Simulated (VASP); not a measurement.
# AlRu (CsCl type) (Pm-3m) in VASP: a series of runs

Runs on AlRu (CsCl type). Level: PBE. Tasks: single point.

Everything below comes from runs of VASP 6.6.1. Logs are shortened: lines on timing, memory, paths and dates and some standing lists are left out, and cuts for length are marked.

## (1) The cell of the first run

It takes space group Pm-3m (No. 221, cubic). The conventional cell has a = 2.462 Å, b = 2.462 Å, c = 2.462 Å, α = 90.00°, β = 90.00°, γ = 90.00°. Within 2.8 Å of Ru (site symmetry m-3m) lie 8 Al at 2.13 Å and 6 Ru at 2.46 Å. Al (site symmetry m-3m) has 8 Ru at 2.13 Å and 6 Al at 2.46 Å within 2.8 Å.

## (2) Single point, PBE (volume scaled by 0.55)

INCAR

```
SYSTEM = AlRu
ALGO = Normal ; EDIFF = 1E-7
ENCUT = 520 ; GGA = PE
ISIF = 2 ; ISMEAR = -1
LASPH = .True. ; LCHARG = .True.
LELF = .True. ; LREAL = .False.
LVHAR = .True. ; LWAVE = .False.
NBANDS = 16 ; NELM = 100
PREC = Accurate ; SIGMA = 0.1
```

KPOINTS

```
k-points
0
Gamma
  13 13 13
  0 0 0
```

POSCAR

```
AlRu
1.0
    2.4616467969      0.0000000000      0.0000000000
    0.0000000000      2.4616467969      0.0000000000
    0.0000000000      0.0000000000      2.4616467969
Ru Al
1 1
Direct
    0.0000000000      0.0000000000      0.0000000000
    0.5000000000      0.5000000000      0.5000000000
```

Potentials or basis: VASP PAW PBE potentials, release 64 (Ru_pv, Al).

The run is started by

```console
$ cat potpaw_PBE.64/Ru_pv/POTCAR potpaw_PBE.64/Al/POTCAR > POTCAR
$ mpirun -np 1 vasp_std > vasp.out
```

OUTCAR:

```text
SYSTEM = AlRu
   EDIFF = 1E-7
   ENCUT = 520
   GGA = PE
   ISIF = 2
   ISMEAR = -1
   LASPH = .True.
   LREAL = .False.
   NELM = 100
   PREC = Accurate

 ion  position               nearest neighbor table
   1  0.000  0.000  0.000-   2 2.13   2 2.13   2 2.13   2 2.13   2 2.13   2 2.13   2 2.13   2 2.13

   2  0.500  0.500  0.500-   1 2.13   1 2.13   1 2.13   1 2.13   1 2.13   1 2.13   1 2.13   1 2.13

  LATTYP: Found a simple cubic cell.
 ALAT       =     2.4616467969

  Lattice vectors:

 A1 = (   2.4616467969,   0.0000000000,   0.0000000000)
 A2 = (   0.0000000000,   2.4616467969,   0.0000000000)
 A3 = (   0.0000000000,   0.0000000000,   2.4616467969)

Analysis of symmetry for initial positions (statically):
=====================================================================
 Subroutine PRICEL returns:
 Original cell was already a primitive cell.

 Routine SETGRP: Setting up the symmetry group for a
 simple cubic supercell.

 Subroutine GETGRP returns: Found 48 space group operations
 (whereof 48 operations were pure point group operations)
 out of a pool of 48 trial point group operations.

The static configuration has the point symmetry O_h .

Analysis of symmetry for dynamics (positions and initial velocities):
=====================================================================
 Subroutine PRICEL returns:
 Original cell was already a primitive cell.

 Routine SETGRP: Setting up the symmetry group for a
 simple cubic supercell.

 Subroutine GETGRP returns: Found 48 space group operations
 (whereof 48 operations were pure point group operations)
 out of a pool of 48 trial point group operations.

The dynamic configuration has the point symmetry O_h .

 Subroutine INISYM returns: Found 48 space group operations
 (whereof 48 operations are pure point group operations),
 and found     1 'primitive' translations

----------------------------------------------------------------------------------------

                                     Primitive cell

  volume of cell :      14.9169

  direct lattice vectors                    reciprocal lattice vectors
     2.461646797  0.000000000  0.000000000     0.406232121  0.000000000  0.000000000
     0.000000000  2.461646797  0.000000000     0.000000000  0.406232121  0.000000000
     0.000000000  0.000000000  2.461646797     0.000000000  0.000000000  0.406232121

  length of vectors
     2.461646797  2.461646797  2.461646797     0.406232121  0.406232121  0.406232121

  position of ions in fractional coordinates (direct lattice)
     0.000000000  0.000000000  0.000000000
     0.500000000  0.500000000  0.500000000

  ion indices of the primitive-cell ions
   primitive index   ion index
                 1           1
                 2           2

----------------------------------------------------------------------------------------

 KPOINTS: k-points

Automatic generation of k-mesh.
 Grid dimensions read from file:
 generate k-points for:   13   13   13

 Generating k-lattice:

  Cartesian coordinates                     Fractional coordinates (reciprocal lattice)
     0.031248625  0.000000000  0.000000000     0.076923077  0.000000000  0.000000000
     0.000000000  0.031248625  0.000000000     0.000000000  0.076923077  0.000000000
     0.000000000  0.000000000  0.031248625     0.000000000  0.000000000  0.076923077

  Length of vectors
     0.031248625  0.031248625  0.031248625

  Shift w.r.t. Gamma in fractional coordinates (k-lattice)
     0.000000000  0.000000000  0.000000000

 Subroutine IBZKPT returns following result:
 ===========================================

 Found     84 irreducible k-points:

 Following reciprocal coordinates:
            Coordinates               Weight
  0.000000  0.000000  0.000000      1.000000
  0.076923  0.000000  0.000000      6.000000
  0.153846  0.000000  0.000000      6.000000
  0.230769  0.000000  0.000000      6.000000
  0.307692  0.000000  0.000000      6.000000
  0.384615  0.000000  0.000000      6.000000
[... 16 lines left out ...]
  0.307692  0.307692  0.000000     12.000000
  0.384615  0.307692  0.000000     24.000000
 [... further k-points ...]
   k-points           NKPTS =     84   k-points in BZ     NKDIM =     84   number of bands    NBANDS=     16
   number of dos      NEDOS =    301   number of ions     NIONS =      2
   total plane-waves  NPLWV =   5832
   dimension x,y,z NGX =    18 NGY =   18 NGZ =   18
   dimension x,y,z NGXF=    36 NGYF=   36 NGZF=   36
   ions per type =               1   1
   NGX,Y,Z   is equivalent  to a cutoff of  12.16, 12.16, 12.16 a.u.
   NGXF,Y,Z  is equivalent  to a cutoff of  24.31, 24.31, 24.31 a.u.
 SYSTEM =  AlRu
   PREC   = accura    normal or accurate (medium, high low for compatibility)
   ISTART =      0    job   : 0-new  1-cont  2-samecut
   ICHARG =      2    charge: 1-file 2-atom 10-const
   ISPIN  =      1    spin polarized calculation?
   LNONCOLLINEAR =      F non collinear calculations
   LSORBIT =      F    spin-orbit coupling
   LASPH  =      T    aspherical Exc in radial PAW
   ENCUT  =  520.0 eV  38.22 Ry    6.18 a.u.   4.58  4.58  4.58*2*pi/ulx,y,z
   NELM   =    100;   NELMIN=  2; NELMDL= -5     # of ELM steps
   EDIFF  = 0.1E-06   stopping-criterion for ELM
   LREAL  =      F    real-space projection
   EDIFFG = 0.1E-05   stopping-criterion for IOM
   NSW    =      0    number of steps for IOM
   IBRION =     -1    ionic relax: 0-MD 1-quasi-New 2-CG
   NFREE  =      0    steps in history (QN), initial steepest desc. (CG)
   ISIF   =      2    stress and relaxation
   ISYM   =      2    0-nonsym 1-usesym 2-fastsym
   POTIM  = 0.5000    time-step for ionic-motion
   TEBEG  =    0.0;   TEEND  =   0.0 temperature during run
   PSTRESS=    0.0 pullay stress
   NELECT =      17.0000    total number of electrons
   NUPDOWN=      -1.0000    fix difference up-down
   EMIN   =  10.00;   EMAX   =-10.00  energy-range for DOS
   EFERMI =   0.00;   METHOD = LEGACY
   ISMEAR =    -1;   SIGMA  =   0.10  broadening in eV -4-tet -1-fermi 0-gaus
   EFERMI_NEDOS =   21; number of points for ismear=-14 and -15
   IALGO  =     38    algorithm
   IMIX   =      4    mixing-type and parameters
     AMIX     =   0.40;   BMIX     =  1.00
     AMIX_MAG =   1.60;   BMIX_MAG =  1.00
  volume/ion in A,a.u.               =       7.46        50.33
  Fermi-wavevector in a.u.,A,eV,Ry     =   1.710010  3.231451 39.785276  2.924135
  Thomas-Fermi vector in A             =   2.788388
   LORBIT       =      0    0 simple, 1 ext, 2 COOP (PROOUT), +10 PAW based schemes
   GGA     = PE    functional components
   LHFCALC =     F    Hartree Fock is set to
   AEXX    =    0.0000 exact exchange contribution
   IVDW    =     0    specifies the selected vdW correction
   LEPSILON=     F    determine dielectric tensor
   LRPA    =     F    only Hartree local field effects (RPA)
 non-spin polarized calculation
  energy-cutoff  :      520.00
  volume of cell :       14.92
 maximum number of plane-waves:       417
   NGX =  9   NGY =  9   NGZ =  9

 number of electron      17.0000001 magnetization

 Free energy of the ion-electron system (eV)
  ---------------------------------------------------
  ext. energy  EPLUGINS =         0.00000000
  ---------------------------------------------------
  free energy    TOTEN  =        -4.38936989 eV

  energy without entropy =       -4.36771181  energy(sigma->0) =       -4.37854085

 E-fermi :  21.8436     XC(G=0): -15.8891

 val. band max:       21.8117526359   @ k =   0.3846   0.3846   0.1538
 cond. band min:      21.8830479308   @ k =   0.3846   0.0769   0.0769
 fundamental gap:      0.0712952949
 Fermi energy:        21.8435756351

 k-point     1 :       0.0000    0.0000    0.0000
  band No.  band energies     occupation
      1     -20.5293      2.00000
      2     -20.5293      2.00000
      3     -20.5293      2.00000
      4       8.5501      2.00000
      5      13.2079      2.00000
      6      13.2079      2.00000
[... 8 lines left out ...]
     15      36.1829      0.00000
     16      44.3659      0.00000

 k-point     2 :       0.0769    0.0000    0.0000
  band No.  band energies     occupation
      1     -20.6272      2.00000
      2     -20.5218      2.00000
      3     -20.5218      2.00000
      4       8.7533      2.00000
      5      13.2907      2.00000
      6      13.3973      2.00000
[... 8 lines left out ...]
     15      36.8360      0.00000
     16      44.4950      0.00000

 k-point     3 :       0.1538    0.0000    0.0000
  band No.  band energies     occupation
      1     -20.8932      2.00000
      2     -20.5008      2.00000
      3     -20.5008      2.00000
      4       9.3151      2.00000
      5      13.5300      2.00000
      6      13.9372      2.00000
[... 8 lines left out ...]
     15      38.1081      0.00000
     16      44.7801      0.00000

 k-point     4 :       0.2308    0.0000    0.0000
  band No.  band energies     occupation
      1     -21.2560      2.00000
      2     -20.4711      2.00000
      3     -20.4711      2.00000
      4      10.1172      2.00000
      5      13.8951      2.00000
      6      14.7120      2.00000
[... 8 lines left out ...]
     15      39.3108      0.00000
     16      44.9358      0.00000

 k-point     5 :       0.3077    0.0000    0.0000
  band No.  band energies     occupation
      1     -21.6266      2.00000
      2     -20.4395      2.00000
      3     -20.4395      2.00000
      4      11.0199      2.00000
      5      14.3271      2.00000
      6      15.4688      2.00000
[... 8 lines left out ...]
     15      40.0554      0.00000
     16      44.7803      0.00000

 k-point     6 :       0.3846    0.0000    0.0000
  band No.  band energies     occupation
      1     -21.9236      2.00000
      2     -20.4131      2.00000
      3     -20.4131      2.00000
      4      11.8696      2.00000
      5      14.7307      2.00000
      6      15.9036      2.00000
[... 8 lines left out ...]
     15      39.9763      0.00000
     16      44.4718      0.00000

 k-point     7 :       0.4615    0.0000    0.0000
  band No.  band energies     occupation
      1     -22.0874      2.00000
      2     -20.3982      2.00000
      3     -20.3982      2.00000
      4      12.4368      2.00000
      5      14.9822      2.00000
      6      15.9823      2.00000
[... 8 lines left out ...]
     15      39.3836      0.00000
     16      44.2503      0.00000

 k-point     8 :       0.0769    0.0769    0.0000
  band No.  band energies     occupation
      1     -20.6280      2.00000
      2     -20.6103      2.00000
      3     -20.5142      2.00000
      4       8.9550      2.00000
      5      13.4245      2.00000
      6      13.5332      2.00000
[... 8 lines left out ...]
     15      36.7565      0.00000
     16      44.6302      0.00000

 k-point     9 :       0.1538    0.0769    0.0000
  band No.  band energies     occupation
      1     -20.8846      2.00000
      2     -20.5959      2.00000
      3     -20.4930      2.00000
      4       9.5114      2.00000
      5      13.6787      2.00000
      6      14.0492      2.00000
[... 8 lines left out ...]
     15      37.9181      0.00000
     16      44.9261      0.00000
[... 172 lines left out ...]
 k-point    19 :       0.2308    0.2308    0.0000
  band No.  band energies     occupation
      1     -21.2064      2.00000
      2     -21.1308      2.00000
      3     -20.4085      2.00000
      4      11.4524      2.00000
      5      14.4754      2.00000
      6      15.8899      2.00000
[... 8 lines left out ...]
     15      40.3944      0.00000
     16      42.7986      0.00000

 k-point    20 :       0.3077    0.2308    0.0000
  band No.  band energies     occupation
      1     -21.5284      2.00000
      2     -21.1179      2.00000
      3     -20.3745      2.00000
      4      12.1097      2.00000
      5      14.3851      2.00000
      6      16.5081      2.00000
[... 8 lines left out ...]
     15      41.5575      0.00000
     16      42.0087      0.00000

 k-point    21 :       0.3846    0.2308    0.0000
  band No.  band energies     occupation
      1     -21.8127      2.00000
      2     -21.0804      2.00000
      3     -20.3461      2.00000
      4      12.6464      2.00000
      5      14.1578      2.00000
      6      16.7150      2.00000
[... 8 lines left out ...]
     15      40.7297      0.00000
     16      41.0450      0.00000

 k-point    22 :       0.4615    0.2308    0.0000
  band No.  band energies     occupation
      1     -21.9702      2.00000
      2     -21.0585      2.00000
      3     -20.3300      2.00000
      4      12.9518      2.00000
      5      13.9858      2.00000
      6      16.8072      2.00000
[... 8 lines left out ...]
     15      39.7126      0.00000
     16      40.4849      0.00000

 k-point    23 :       0.3077    0.3077    0.0000
  band No.  band energies     occupation
      1     -21.5026      2.00000
      2     -21.4377      2.00000
      3     -20.3390      2.00000
      4      12.3086      2.00000
      5      14.2000      2.00000
      6      17.6072      2.00000
[... 8 lines left out ...]
     15      41.3351      0.00000
     16      42.4661      0.00000

 k-point    24 :       0.3846    0.3077    0.0000
  band No.  band energies     occupation
      1     -21.7523      2.00000
      2     -21.4223      2.00000
      3     -20.3095      2.00000
      4      12.1662      2.00000
      5      14.3312      2.00000
      6      18.0971      2.00000
[... 8 lines left out ...]
     15      40.6453      0.00000
     16      42.4723      0.00000

 [... further k-points ...]
[... 5 lines left out ...]
  --------------------------------------------------------------------------------------
  -------------------------------------------------------------------------------------
  Total       40.7865682     40.7865682     40.7865682     -0.0000000      0.0000000     -0.0000000
  in kB     4380.7707801   4380.7707801   4380.7707801     -0.0000000      0.0000000     -0.0000000
  external PRESSURE =    4380.7707801 kB  Pullay stress =       0.0000000 kB

 VOLUME and BASIS-vectors are now :
 -----------------------------------------------------------------------------
  energy-cutoff  :      520.00
  volume of cell :       14.92
      direct lattice vectors                 reciprocal lattice vectors
     2.461646797  0.000000000  0.000000000     0.406232121  0.000000000  0.000000000
     0.000000000  2.461646797  0.000000000     0.000000000  0.406232121  0.000000000
     0.000000000  0.000000000  2.461646797     0.000000000  0.000000000  0.406232121

 POSITION                                       TOTAL-FORCE (eV/Angst)
 -----------------------------------------------------------------------------------
      0.00000      0.00000      0.00000         0.000000      0.000000      0.000000
      1.23082      1.23082      1.23082         0.000000      0.000000      0.000000
 -----------------------------------------------------------------------------------
    total drift:                                0.000000     -0.000000      0.000000

  FREE ENERGIE OF THE ION-ELECTRON SYSTEM (eV)
  ---------------------------------------------------
  free  energy   TOTEN  =        -4.3893698931 eV

  energy  without entropy=       -4.3677118075  energy(sigma->0) =       -4.37854085
```

Run time: 12 s. Hardware: 1 thread of Intel Xeon 6975P-C (Granite Rapids), shared host; peak memory 0.12 GiB.

What came out:

```
Free energy : -4.3894 eV
Pressure    : 438.1 GPa
```

Levels at points of the mesh, in eV from the Fermi level:
| k point | band 7 | band 8 | band 9 | band 10 | band 11 | band 12 |
| --- | --- | --- | --- | --- | --- | --- |
| (0.00, 0.00, 0.00) | 0.11 | 0.11 | 0.11 | 9.62 | 9.62 | 9.62 |

(Part 1 of 2 ends here.)
